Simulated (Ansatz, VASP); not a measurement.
## HgTe: VASP beside Ansatz

```
Hg Te
1.0
     3.25564    3.25564    0.00000
    -3.25564    3.25564    0.00000
     0.00000    0.00000    6.77173
Hg Te
2 2
Direct
  0.00000 0.00000 0.00000
  0.50000 0.50000 0.50000
  0.50000 0.00000 0.75000
  0.00000 0.50000 0.25000
```

Change from the starting cell: strain along c alone, the other axes held, atoms relaxed: +4.0 %.

Alike in both runs: task single point; functional PBEsol; k mesh 12 × 12 × 8; occupations gaussian, width 0.1 eV; no spin polarisation.

```csv
,VASP,Ansatz
version,VASP 6.6.1,Ansatz 0.2.0
potentials or method,"VASP PAW PBE potentials, release 64 (Hg, Te), cutoff 520 eV","scalar-relativistic, plane waves, PAW"
valence electrons in the cell,36,72
```

Ansatz gave:

| Property | Result |
| --- | --- |
| gap on the k mesh at the Fermi level (eV) | none |
| pressure (GPa) | -1.5 |
| traceless stress, the component that is largest in VASP (GPa) | -0.48 |

Which values does VASP return?

gap on the k mesh at the Fermi level (eV): none; pressure (GPa): -1.4; traceless stress, the component that is largest in VASP (GPa): -0.48.

VASP's potentials were made for PBE, not for PBEsol. A gap of «none» marks a metal or a gap that the smearing closes. VASP's potentials hold 36 valence electrons a cell and Ansatz's 72, so a difference there can come from the potentials and not from the codes.

Neither program's run includes spin-orbit coupling.
